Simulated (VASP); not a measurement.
# AlN (P6_3/mmc) in VASP: further runs

AlN is run at these levels: PBEsol; tasks: single point.

All numbers are computed with VASP 6.6.1; they aren't measurements. Logs are shortened: lines on timing, memory, paths and dates and some standing lists are left out, and cuts for length are marked.

### Step 1. The cell of the first run

It takes space group P6_3/mmc (No. 194, hexagonal). Conventional cell: a = 3.381 Å, b = 3.381 Å, c = 4.224 Å, α = 90.00°, β = 90.00°, γ = 120.00°. Within 2.6 Å of Al (site symmetry -6m2) lie 5 N at 1.95 to 2.11 Å. N (site symmetry -6m2) has 5 Al at 1.95 to 2.11 Å within 2.6 Å.

### Step 2. Single point, PBEsol

INCAR

```
SYSTEM = AlN
ALGO = Normal
EDIFF = 1E-6
ENCUT = 520
GGA = PS
ISIF = 2
ISMEAR = 0
LASPH = .True.
LCHARG = .False.
LREAL = .False.
LWAVE = .False.
NBANDS = 16
NELM = 100
PREC = Accurate
SIGMA = 0.05
```

KPOINTS

```
k-points
0
Gamma
  9 9 6
  0 0 0
```

POSCAR

```
AlN
1.0
    3.3808000000      0.0000000000      0.0000000000
   -1.6904000000      2.9278586851      0.0000000000
    0.0000000000      0.0000000000      4.2240000000
Al N
2 2
Direct
    0.3333333333      0.6666666667      0.7500000000
    0.6666666667      0.3333333333      0.2500000000
    0.3333333333      0.6666666667      0.2500000000
    0.6666666667      0.3333333333      0.7500000000
```

Potentials or basis: VASP PAW PBE potentials, release 64 (Al, N).

Started as:

```
cat potpaw_PBE.64/Al/POTCAR potpaw_PBE.64/N/POTCAR > POTCAR
mpirun -np 1 vasp_std > vasp.out
```

OUTCAR:

```text
SYSTEM = AlN
   EDIFF = 1E-6
   ENCUT = 520
   GGA = PS
   ISIF = 2
   ISMEAR = 0
   LASPH = .True.
   LREAL = .False.
   NELM = 100
   PREC = Accurate

 ion  position               nearest neighbor table
   1  0.333  0.667  0.750-   4 1.95   4 1.95   4 1.95   3 2.11   3 2.11   2 2.88   2 2.88   2 2.88
                             2 2.88   2 2.88   2 2.88
   2  0.667  0.333  0.250-   3 1.95   3 1.95   3 1.95   4 2.11   4 2.11   1 2.88   1 2.88   1 2.88
                             1 2.88   1 2.88   1 2.88
   3  0.333  0.667  0.250-   2 1.95   2 1.95   2 1.95   1 2.11   1 2.11
   4  0.667  0.333  0.750-   1 1.95   1 1.95   1 1.95   2 2.11   2 2.11

  LATTYP: Found a hexagonal cell.
 ALAT       =     3.3808000000
 C/A-ratio  =     1.2494084240

  Lattice vectors:

 A1 = (   3.3808000000,   0.0000000000,   0.0000000000)
 A2 = (  -1.6904000000,   2.9278586851,   0.0000000000)
 A3 = (   0.0000000000,   0.0000000000,   4.2240000000)

Analysis of symmetry for initial positions (statically):
=====================================================================
 Subroutine PRICEL returns:
 Original cell was already a primitive cell.

 Routine SETGRP: Setting up the symmetry group for a
 hexagonal supercell.

 Subroutine GETGRP returns: Found 24 space group operations
 (whereof 12 operations were pure point group operations)
 out of a pool of 24 trial point group operations.

The static configuration has the point symmetry D_3d.
 The point group associated with its full space group is D_6h.

Analysis of symmetry for dynamics (positions and initial velocities):
=====================================================================
 Subroutine PRICEL returns:
 Original cell was already a primitive cell.

 Routine SETGRP: Setting up the symmetry group for a
 hexagonal supercell.

 Subroutine GETGRP returns: Found 24 space group operations
 (whereof 12 operations were pure point group operations)
 out of a pool of 24 trial point group operations.

The dynamic configuration has the point symmetry D_3d.
 The point group associated with its full space group is D_6h.

 Subroutine INISYM returns: Found 24 space group operations
 (whereof 12 operations are pure point group operations),
 and found     1 'primitive' translations

----------------------------------------------------------------------------------------

                                     Primitive cell

  volume of cell :      41.8113

  direct lattice vectors                    reciprocal lattice vectors
     3.380800000  0.000000000  0.000000000     0.295787979  0.170773269  0.000000000
    -1.690400000  2.927858685  0.000000000     0.000000000  0.341546539  0.000000000
     0.000000000  0.000000000  4.224000000     0.000000000  0.000000000  0.236742424

  length of vectors
     3.380800000  3.380800000  4.224000000     0.341546539  0.341546539  0.236742424

  position of ions in fractional coordinates (direct lattice)
     0.333333333  0.666666667  0.750000000
     0.666666667  0.333333333  0.250000000
     0.333333333  0.666666667  0.250000000
     0.666666667  0.333333333  0.750000000

  ion indices of the primitive-cell ions
   primitive index   ion index
                 1           1
                 2           2
                 3           3
                 4           4

----------------------------------------------------------------------------------------

 KPOINTS: k-points

Automatic generation of k-mesh.
 Grid dimensions read from file:
 generate k-points for:    9    9    6

 Generating k-lattice:

  Cartesian coordinates                     Fractional coordinates (reciprocal lattice)
     0.032865331  0.018974808  0.000000000     0.111111111 -0.000000000  0.000000000
     0.000000000  0.037949615  0.000000000     0.000000000  0.111111111  0.000000000
     0.000000000  0.000000000  0.039457071     0.000000000  0.000000000  0.166666667

  Length of vectors
     0.037949615  0.037949615  0.039457071

  Shift w.r.t. Gamma in fractional coordinates (k-lattice)
     0.000000000  0.000000000  0.000000000

 Subroutine IBZKPT returns following result:
 ===========================================

 Found     48 irreducible k-points:

 Following reciprocal coordinates:
            Coordinates               Weight
  0.000000  0.000000  0.000000      1.000000
  0.111111 -0.000000  0.000000      6.000000
  0.222222  0.000000  0.000000      6.000000
  0.333333  0.000000  0.000000      6.000000
  0.444444  0.000000  0.000000      6.000000
  0.111111  0.111111  0.000000      6.000000
[... 16 lines left out ...]
  0.333333  0.222222  0.166667     24.000000
  0.333333  0.333333  0.166667      4.000000
 [... further k-points ...]
   k-points           NKPTS =     48   k-points in BZ     NKDIM =     48   number of bands    NBANDS=     16
   number of dos      NEDOS =    301   number of ions     NIONS =      4
   total plane-waves  NPLWV =  25088
   dimension x,y,z NGX =    28 NGY =   28 NGZ =   32
[... 27 lines left out ...]
   EMIN   =  10.00;   EMAX   =-10.00  energy-range for DOS
   EFERMI =   0.00;   METHOD = LEGACY
   ISMEAR =     0;   SIGMA  =   0.05  broadening in eV -4-tet -1-fermi 0-gaus
   EFERMI_NEDOS =   21; number of points for ismear=-14 and -15
   IALGO  =     38    algorithm
   IMIX   =      4    mixing-type and parameters
     AMIX     =   0.40;   BMIX     =  1.00
     AMIX_MAG =   1.60;   BMIX_MAG =  1.00
  volume/ion in A,a.u.               =      10.45        70.54
  Fermi-wavevector in a.u.,A,eV,Ry     =   1.188549  2.246031 19.220244  1.412648
  Thomas-Fermi vector in A             =   2.324676
   LORBIT       =      0    0 simple, 1 ext, 2 COOP (PROOUT), +10 PAW based schemes
   GGA     = PS    functional components
   LHFCALC =     F    Hartree Fock is set to
   AEXX    =    0.0000 exact exchange contribution
   IVDW    =     0    specifies the selected vdW correction
   LEPSILON=     F    determine dielectric tensor
   LRPA    =     F    only Hartree local field effects (RPA)
 non-spin polarized calculation
 Gauss-broadening in eV      SIGMA  =   0.05
  energy-cutoff  :      520.00
  volume of cell :       41.81
 maximum number of plane-waves:      1144
 NGX is ok and might be reduce to    28
   NGX = 13   NGY = 13   NGZ = 15

 number of electron      15.9999997 magnetization

 Free energy of the ion-electron system (eV)
  ---------------------------------------------------
  ext. energy  EPLUGINS =         0.00000000
  ---------------------------------------------------
  free energy    TOTEN  =       -30.83044850 eV

  energy without entropy =      -30.83044850  energy(sigma->0) =      -30.83044850

 E-fermi :   7.5331     XC(G=0): -11.1325

 val. band max:        7.2589093644   @ k =   0.0000   0.0000   0.0000
 cond. band min:      10.1164706542   @ k =   0.0000   0.0000   0.0000
 fundamental gap:      2.8575612899
 Fermi energy:         7.5330891312

 k-point     1 :       0.0000    0.0000    0.0000
  band No.  band energies     occupation
      1      -9.0797      2.00000
      2      -5.5888      2.00000
      3       0.7080      2.00000
      4       4.1307      2.00000
      5       4.1307      2.00000
      6       5.8077      2.00000
[... 8 lines left out ...]
     15      18.6683      0.00000
     16      18.9007      0.00000

 k-point     2 :       0.1111   -0.0000    0.0000
  band No.  band energies     occupation
      1      -8.9471      2.00000
      2      -5.5905      2.00000
      3       0.8526      2.00000
      4       3.6423      2.00000
      5       3.9376      2.00000
      6       5.2993      2.00000
[... 8 lines left out ...]
     15      18.3487      0.00000
     16      18.3864      0.00000

 k-point     3 :       0.2222    0.0000    0.0000
  band No.  band energies     occupation
      1      -8.5673      2.00000
      2      -5.6360      2.00000
      3       1.2739      2.00000
      4       2.5974      2.00000
      5       3.5419      2.00000
      6       4.4030      2.00000
[... 8 lines left out ...]
     15      17.4290      0.00000
     16      19.2810      0.00000
[... 362 lines left out ...]
 k-point    23 :       0.3333    0.2222    0.1667
  band No.  band energies     occupation
      1      -7.0604      2.00000
      2      -6.3023      2.00000
      3       0.9921      2.00000
      4       1.7043      2.00000
      5       2.4065      2.00000
      6       4.2074      2.00000
[... 8 lines left out ...]
     15      18.4989      0.00000
     16      19.9955      0.00000

 k-point    24 :       0.3333    0.3333    0.1667
  band No.  band energies     occupation
      1      -6.6342      2.00000
      2      -6.6342      2.00000
      3       1.0244      2.00000
      4       1.8866      2.00000
      5       1.8866      2.00000
      6       4.4744      2.00000
[... 8 lines left out ...]
     15      18.2037      0.00000
     16      19.7585      0.00000

 [... further k-points ...]

------------------------ aborting loop because EDIFF is reached ----------------------------------------

  FORCE on cell =-STRESS in cart. coord.  units (eV):
  Direction    XX          YY          ZZ          XY          YZ          ZX
  --------------------------------------------------------------------------------------
  -------------------------------------------------------------------------------------
  Total       -3.5808962     -3.5808962     -2.9079589      0.0000000     -0.0000000      0.0000000
  in kB     -137.2172827   -137.2172827   -111.4308250      0.0000000     -0.0000000      0.0000000
  external PRESSURE =    -128.6217968 kB  Pullay stress =       0.0000000 kB

 VOLUME and BASIS-vectors are now :
 -----------------------------------------------------------------------------
  energy-cutoff  :      520.00
  volume of cell :       41.81
      direct lattice vectors                 reciprocal lattice vectors
     3.380800000  0.000000000  0.000000000     0.295787979  0.170773269  0.000000000
    -1.690400000  2.927858685  0.000000000     0.000000000  0.341546539  0.000000000
     0.000000000  0.000000000  4.224000000     0.000000000  0.000000000  0.236742424

 POSITION                                       TOTAL-FORCE (eV/Angst)
 -----------------------------------------------------------------------------------
     -0.00000      1.95191      3.16800        -0.000000     -0.000000      0.000000
      1.69040      0.97595      1.05600        -0.000000      0.000000      0.000000
     -0.00000      1.95191      1.05600         0.000000     -0.000000      0.000000
      1.69040      0.97595      3.16800        -0.000000      0.000000      0.000000
 -----------------------------------------------------------------------------------
    total drift:                               -0.000000     -0.000000     -0.000000

  FREE ENERGIE OF THE ION-ELECTRON SYSTEM (eV)
  ---------------------------------------------------
  free  energy   TOTEN  =       -30.8304485024 eV

  energy  without entropy=      -30.8304485024  energy(sigma->0) =      -30.83044850
```

Run time: 24 s. Hardware: 1 thread of Intel Xeon 6975P-C, shared host; peak memory 0.17 GiB.

Results:

```yaml
Free_energy: -30.8304 eV
Pressure: -12.9 GPa
Band_gap_on_the_k_mesh: 2.86 eV, direct
```

Levels at points of the mesh, in eV from the valence-band top:
```csv
k point,band 4,band 5,band 6,band 7,band 8,band 9,band 10,band 11,band 12,band 13
"(0.00, 0.00, 0.00)",-3.13,-3.13,-1.45,-1.45,0.00,2.86,3.95,7.86,7.86,10.80
"(0.00, 0.00, 0.50)",-3.62,-2.33,-2.33,-2.33,-2.33,5.30,5.30,8.05,8.05,8.05
```

Caveat: the PAW data sets were made with another functional, which shifts forces and pressure a little.

### Step 3. Single point, PBEsol

This run uses another cell than the first one, of 10.41 Å³/atom, 0.996 times its volume.

INCAR

```
SYSTEM = AlN
PREC = Accurate
ENCUT = 520
EDIFF = 1E-6
ISMEAR = 0
SIGMA = 0.05
LREAL = .FALSE.
LASPH = .TRUE.
NELM = 100
ALGO = Normal
ISIF = 2
LWAVE = .FALSE.
LCHARG = .FALSE.
GGA = PS
NBANDS = 16
```

KPOINTS

```
regular mesh
0
G
  9 9 6
  0 0 0
```

POSCAR

```
AlN
1.0
    3.3412000000      0.0000000000      0.0000000000
   -1.6706000000      2.8935640791      0.0000000000
    0.0000000000      0.0000000000      4.3069000000
Al N
2 2
Direct
    0.3333333333      0.6666666667      0.7500000000
    0.6666666667      0.3333333333      0.2500000000
    0.3333333333      0.6666666667      0.2500000000
    0.6666666667      0.3333333333      0.7500000000
```

Potentials or basis: VASP PAW PBE potentials, release 64 (Al, N).

Started as:

```
cat potpaw_PBE.64/Al/POTCAR potpaw_PBE.64/N/POTCAR > POTCAR
mpirun -np 1 vasp_std > vasp.out
```

It took 28 s on 1 thread of Intel Xeon 6975P-C, shared host; peak memory 0.17 GiB.

The run converged. Its results:

```
Free energy            : -30.8463 eV
Pressure               : -11.3 GPa
Band gap on the k mesh : 2.79 eV, direct
```

Stress tensor (GPa, compression positive):
```
-10.82   0.00   0.00
  0.00 -10.82   0.00
  0.00   0.00 -12.34
```

Levels at points of the mesh, in eV from the valence-band top:
| k point | band 5 | band 6 | band 7 | band 8 | band 9 | band 10 | band 11 | band 12 |
| --- | --- | --- | --- | --- | --- | --- | --- | --- |
| (0.00, 0.00, 0.00) | -3.17 | -1.64 | -1.64 | 0.00 | 2.79 | 3.99 | 7.94 | 7.94 |
| (0.00, 0.00, 0.50) | -2.44 | -2.44 | -2.44 | -2.44 | 5.23 | 5.23 | 8.17 | 8.17 |

Caveat: the PAW data sets were made with another functional, which shifts forces and pressure a little.

### Step 4. Single point, PBEsol

This run uses another cell than the first one, of 10.63 Å³/atom, 1.017 times its volume.

INCAR

```
SYSTEM = AlN
PREC = Accurate
ENCUT = 520
EDIFF = 1E-7
ISMEAR = 0
SIGMA = 0.05
LREAL = .False.
LASPH = .True.
NELM = 100
ALGO = Normal
ISIF = 2
LWAVE = .False.
LCHARG = .False.
GGA = PS
NBANDS = 16
```

KPOINTS

```
regular mesh
0
Gamma
  9 9 6
  0 0 0
```

POSCAR

```
AlN
1.0
    3.3610000000      0.0000000000      0.0000000000
   -1.6805000000      2.9107113821      0.0000000000
    0.0000000000      0.0000000000      4.3483000000
Al N
2 2
Direct
    0.3333333333      0.6666666667      0.7500000000
    0.6666666667      0.3333333333      0.2500000000
    0.3333333333      0.6666666667      0.2500000000
    0.6666666667      0.3333333333      0.7500000000
```

Started as:

```
cat potpaw_PBE.64/Al/POTCAR potpaw_PBE.64/N/POTCAR > POTCAR
mpirun -np 1 vasp_std > vasp.out
```

Run time: 32 s. Hardware: 1 thread of Intel Xeon 6975P-C, shared host; peak memory 0.17 GiB.

It converged, with:

```yaml
Free_energy: -30.7729 eV
Pressure: -14.7 GPa
Band_gap_on_the_k_mesh: 2.62 eV, direct
```

Stress tensor (GPa, compression positive):
```
-14.41   0.00   0.00
  0.00 -14.41   0.00
  0.00   0.00 -15.15
```

Levels at points of the mesh, in eV from the valence-band top:
```
           k point  band 4  band 5  band 6  band 7  band 8  band 9  band 10  band 11  band 12  band 13
(0.00, 0.00, 0.00)   -3.11   -3.11   -1.62   -1.62    0.00    2.62     3.83     7.83     7.83    10.53
(0.00, 0.00, 0.50)   -3.70   -2.40   -2.40   -2.40   -2.40    5.08     5.08     8.08     8.08     8.08
```

Caveat: the PAW data sets were made with another functional, which shifts forces and pressure a little. Expect the measured gap to be larger: semilocal functionals such as PBEsol lack the derivative discontinuity.

### Step 5. Single point, PBEsol

This run uses another cell than the first one, of 10.68 Å³/atom, 1.022 times its volume.

INCAR

```
ALGO = Normal ; EDIFF = 1E-7
ENCUT = 520 ; GGA = PS
ISIF = 2 ; ISMEAR = 0
LASPH = True ; LCHARG = False
LREAL = False ; LWAVE = False
NBANDS = 16 ; NELM = 100
PREC = Accurate ; SIGMA = 0.05
```

KPOINTS

```
k-points
0
Gamma
  9 9 6
```

POSCAR

```
AlN
1.0
    3.4006000000      0.0000000000      0.0000000000
   -1.7003000000      2.9450059881      0.0000000000
    0.0000000000      0.0000000000      4.2655000000
Al N
2 2
Direct
    0.3333333333      0.6666666667      0.7500000000
    0.6666666667      0.3333333333      0.2500000000
    0.3333333333      0.6666666667      0.2500000000
    0.6666666667      0.3333333333      0.7500000000
```

Started as:

```
cat potpaw_PBE.64/Al/POTCAR potpaw_PBE.64/N/POTCAR > POTCAR
mpirun -np 1 vasp_std > vasp.out
```

Wall time 31 s (1 thread of Intel Xeon 6975P-C, shared host); peak memory 0.17 GiB.

It converged, with:

* Free energy: -30.7504 eV
* Pressure: -16.2 GPa
* Band gap on the k mesh: 2.69 eV, direct

Stress tensor (GPa, compression positive):
```
-17.04   0.00   0.00
  0.00 -17.04   0.00
  0.00   0.00 -14.39
```

Levels at points of the mesh, in eV from the valence-band top:
```csv
k point,band 6,band 7,band 8,band 9,band 10,band 11
"(0.00, 0.00, 0.00)",-1.44,-1.44,0.00,2.69,3.78,7.75
"(0.00, 0.00, 0.50)",-2.29,-2.29,-2.29,5.16,5.16,7.97
```

Caveat: the PAW data sets were made with another functional, which shifts forces and pressure a little.

### Step 6. Single point, PBEsol

This run uses another cell than the first one, of 10.56 Å³/atom, 1.010 times its volume.

INCAR

```
SYSTEM = AlN
PREC = Accurate ; ENCUT = 520
EDIFF = 1E-7 ; ISMEAR = 0
SIGMA = 0.05 ; LREAL = .False.
LASPH = .True. ; NELM = 100
ALGO = Normal ; ISIF = 2
LWAVE = .False. ; LCHARG = .True.
GGA = PS ; LELF = .True.
LVHAR = .True. ; NBANDS = 16
```

KPOINTS

```
regular mesh
0
Gamma
  9 9 6
  0 0 0
```

POSCAR, as its differences from that of step 5:

```diff
@@ -2,4 +2,4 @@
 1.0
-    3.4006000000      0.0000000000      0.0000000000
-   -1.7003000000      2.9450059881      0.0000000000
+    3.3808000000      0.0000000000      0.0000000000
+   -1.6904000000      2.9278586851      0.0000000000
     0.0000000000      0.0000000000      4.2655000000
```

Potentials or basis: VASP PAW PBE potentials, release 64 (Al, N).

Started as:

```
cat potpaw_PBE.64/Al/POTCAR potpaw_PBE.64/N/POTCAR > POTCAR
mpirun -np 1 vasp_std > vasp.out
```

Wall time 28 s (1 thread of Intel Xeon 6975P-C, shared host); peak memory 0.17 GiB.

The run converged. Its results:

```yaml
Free_energy: -30.7995 eV
Pressure: -14.2 GPa
Band_gap_on_the_k_mesh: 2.75 eV, direct
```

Stress tensor (GPa, compression positive):
```
-14.80   0.00   0.00
  0.00 -14.80   0.00
  0.00   0.00 -13.13
```

Levels at points of the mesh, in eV from the valence-band top:
| k point | band 6 | band 7 | band 8 | band 9 | band 10 | band 11 |
| --- | --- | --- | --- | --- | --- | --- |
| (0.00, 0.00, 0.00) | -1.49 | -1.49 | 0.00 | 2.75 | 3.87 | 7.82 |
| (0.00, 0.00, 0.50) | -2.34 | -2.34 | -2.34 | 5.21 | 5.21 | 8.04 |

Caveat: the PAW data sets were made with another functional, which shifts forces and pressure a little.

### Step 7. Overview

| cell | gap on the mesh (eV) | pressure (GPa) |
| --- | --- | --- |
| a = 3.381, b = 3.381, c = 4.224 Å, angles 90.0, 90.0, 120.0°, 4 atoms | 2.86 | -12.9 |
| a = 3.341, b = 3.341, c = 4.307 Å, angles 90.0, 90.0, 120.0°, 4 atoms | 2.79 | -11.3 |
| a = 3.361, b = 3.361, c = 4.348 Å, angles 90.0, 90.0, 120.0°, 4 atoms | 2.62 | -14.7 |
| a = 3.401, b = 3.401, c = 4.266 Å, angles 90.0, 90.0, 120.0°, 4 atoms | 2.69 | -16.2 |
| a = 3.381, b = 3.381, c = 4.266 Å, angles 90.0, 90.0, 120.0°, 4 atoms | 2.75 | -14.2 |

Alike in all rows: task single point; level PBEsol; potentials or basis VASP PAW PBE potentials, release 64 (Al, N); no spin polarisation; k mesh 9 × 9 × 6; cutoff (eV) 520; smearing gaussian 0.05 eV.

Caveats: the PAW data sets were made with another functional, which shifts forces and pressure a little.

Total energies depend on the potentials used, so only differences within one code and one set of settings carry meaning.
